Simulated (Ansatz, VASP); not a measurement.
## Al2O3 in VASP and in Ansatz

```
Al O
1.0
     2.46446    1.42286    4.15576
    -2.46446    1.42286    4.15576
     0.00000   -2.84572    4.15576
Al O
4 6
Direct
  0.85215 0.85215 0.85215
  0.64785 0.64785 0.64785
  0.14785 0.14785 0.14785
  0.35215 0.35215 0.35215
  0.05618 0.44382 0.75000
  0.75000 0.05618 0.44382
  0.44382 0.75000 0.05618
  0.94382 0.55618 0.25000
  0.25000 0.94382 0.55618
  0.55618 0.25000 0.94382
```

Change from the starting cell: strain +0.025 along x and y, -0.050 along z, atoms carried along.

Alike in both runs: task single point; functional PBE; k mesh 6 × 6 × 6; occupations gaussian, width 0.05 eV; no spin polarisation.

```csv
,VASP,Ansatz
version,VASP 6.6.1,Ansatz 0.2.0
potentials or method,"VASP PAW PBE potentials, release 64 (Al, O), cutoff 520 eV","scalar-relativistic, plane waves, PAW"
valence electrons in the cell,48,48
```

```csv
,VASP,Ansatz,Ansatz less VASP
gap on the k mesh at the Fermi level (eV),5.21,5.22,+0.006
least direct gap on the mesh (eV),5.21,5.22,+0.006
pressure (GPa),-0.2,0.0,+0.16
"traceless stress, the component that is largest in VASP (GPa)",19.26,19.24,-0.015
rms of the force components (eV/Å),0.231,0.228,-0.0027
```

Atom by atom the forces differ by 0.004 eV/Å (rms over components).
